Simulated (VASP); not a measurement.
Set up this calculation in VASP 6.6.1, as the native input.

| Quantity | Value |
| --- | --- |
| Task | relaxation of cell and atoms |
| Functional | PBE |
| Potentials or basis | VASP PAW PBE potentials, release 64 (Ga_d, N) |
| Cutoff | 600 eV |
| k mesh | 8 × 8 × 8 |
| Occupations | fermi-dirac, width 0.02 eV |
| Spin | no spin polarisation |
| Dipole correction | no |
| Further INCAR settings | ALGO = Normal; EDIFF = 1e-06; IBRION = 2; EDIFFG = -0.005; NSW = 80; ISIF = 3 |

The structure of GaN lies in POSCAR:

```
GaN
1.0
    0.0000000000      2.2535006075      2.2535006075
    2.2535006075      0.0000000000      2.2535006075
    2.2535006075      2.2535006075      0.0000000000
Ga N
1 1
Direct
    0.0000000000      0.0000000000      0.0000000000
    0.7500000000      0.7500000000      0.7500000000
```

These files were run (other wordings do the same):

INCAR

```
SYSTEM = GaN
PREC = Accurate
ENCUT = 600
EDIFF = 1E-6
ISMEAR = -1
SIGMA = 0.02
LREAL = .False.
LASPH = .True.
NELM = 80
ALGO = Normal
ISIF = 3
LWAVE = .False.
LCHARG = .False.
GGA = PE
IBRION = 2
NSW = 80
EDIFFG = -0.005
```

KPOINTS

```
regular mesh
0
Gamma
  8 8 8
  0 0 0
```

Potentials or basis: VASP PAW PBE potentials, release 64 (Ga_d, N).

Launch:

```console
$ cat potpaw_PBE.64/Ga_d/POTCAR potpaw_PBE.64/N/POTCAR > POTCAR
$ mpirun -np 1 vasp_std > vasp.out
```

Results of the run:

| Property | Result |
| --- | --- |
| Relaxed volume | 11.76 Å³/atom |
| Relaxed cell | a = 3.216 Å, b = 3.216 Å, c = 3.216 Å, α = 60.00°, β = 60.00°, γ = 60.00° |
| Space group after relaxing (to 0.05 Å) | F-43m (No. 216) |
| Energy gained by relaxing | 4.7 meV/atom |
| Ionic steps | 7 |
| Pressure after relaxing | 0.0 GPa |
| Band gap on the k mesh | 1.55 eV, direct |

Wall time 100 s on 1 thread of AMD EPYC 7R13, on a shared host, peak memory 0.14 GiB.
